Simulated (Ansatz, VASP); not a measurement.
# Cr: VASP beside Ansatz

File INCAR:

```
ALGO = Normal
EDIFF = 1E-7
ENCUT = 520
GGA = PS
ISIF = 2
ISMEAR = 0
LASPH = T
LCHARG = F
LREAL = F
LWAVE = F
NBANDS = 12
NELM = 80
PREC = Accurate
SIGMA = 0.1
```

The input KPOINTS:

```
k-points
0
Gamma
  20 20 20
```

The input POSCAR:

```
Cr
1.0
   -1.4210174781      1.4210174781      1.4210174781
    1.4210174781     -1.4210174781      1.4210174781
    1.4210174781      1.4210174781     -1.4210174781
Cr
1
Direct
    0.0000000000      0.0000000000      0.0000000000
```

Input for Ansatz:

```yaml
crystal:
  lattice:
    - [-1.4210174781, 1.4210174781, 1.4210174781]
    - [1.4210174781, -1.4210174781, 1.4210174781]
    - [1.4210174781, 1.4210174781, -1.4210174781]
  atoms:
    - { symbol: Cr, position: [0.0, 0.0, 0.0] }
basis:
  ecutwfc: 420
kpoints:
  mp_grid: { grid: [20, 20, 20] }
hamiltonian:
  xc: pbesol
scf:
  occupations: { method: gaussian, width: 0.1 }
output:
  forces: true
  stress: true
  eigenvalues: true
```

Alike in both runs: task single point; functional PBEsol; k mesh 20 × 20 × 20; occupations gaussian, width 0.1 eV; no spin polarisation.

```csv
,VASP,Ansatz
version,VASP 6.6.1,Ansatz 0.2.0
potentials or method,"VASP PAW PBE potentials, release 64 (Cr_pv), cutoff 520 eV","scalar-relativistic, plane waves, PAW"
valence electrons in the cell,12,14
```

```csv
,VASP,Ansatz,Ansatz less VASP
gap on the k mesh at the Fermi level (eV),none,none,-
pressure (GPa),-8.4,-7.8,+0.54
```

VASP's potentials were made for PBE, not for PBEsol. A gap of «none» marks a metal or a gap that the smearing closes. VASP's potentials hold 12 valence electrons a cell and Ansatz's 14, so a difference there can come from the potentials and not from the codes.
